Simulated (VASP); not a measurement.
Crystal: MgS.

```xyz
4
Lattice="4.2955 0.0000 0.0000 -2.1478 3.7200 0.0000 0.0000 0.0000 5.2851" Properties=species:S:1:pos:R:3 pbc="T T T"
Mg    0.0000    2.4800    1.3213
Mg    2.1478    1.2400    3.9638
S     2.1478    1.2400    1.3213
S     0.0000    2.4800    3.9638
```

Base run:

| Item | Value |
| --- | --- |
| Program | VASP 6.6.1 |
| Functional | PBE |
| Potentials or basis | VASP PAW PBE potentials, release 64 (Mg, S) |
| Cutoff | 520 eV |
| k mesh | 6 × 6 × 4 |
| Occupations | gaussian, width 0.01 eV |
| Spin | no spin polarisation |

Its results: band gap on the k mesh 3.00 eV, direct; pressure 0.9 GPa.

After a change of settings the same cell gave: band gap on the k mesh 2.84 eV, direct; pressure -0.6 GPa. Which change was it?
A. functional from PBE to PBEsol; k mesh from 6 × 6 × 4 to 6 × 6 × 2
B. further incar settings from ALGO = Normal; EDIFF = 1e-07; NBANDS = 16 to ALGO = Normal; EDIFF = 1e-06; NBANDS = 16
C. functional from PBE to r2SCAN; further incar settings from ALGO = Normal; EDIFF = 1e-07; NBANDS = 16 to ALGO = Normal; EDIFF = 1e-06; NBANDS = 16

A.

Caveats: some runs use coarse meshes; the PAW data sets were made with another functional, which shifts forces and pressure a little (some runs).
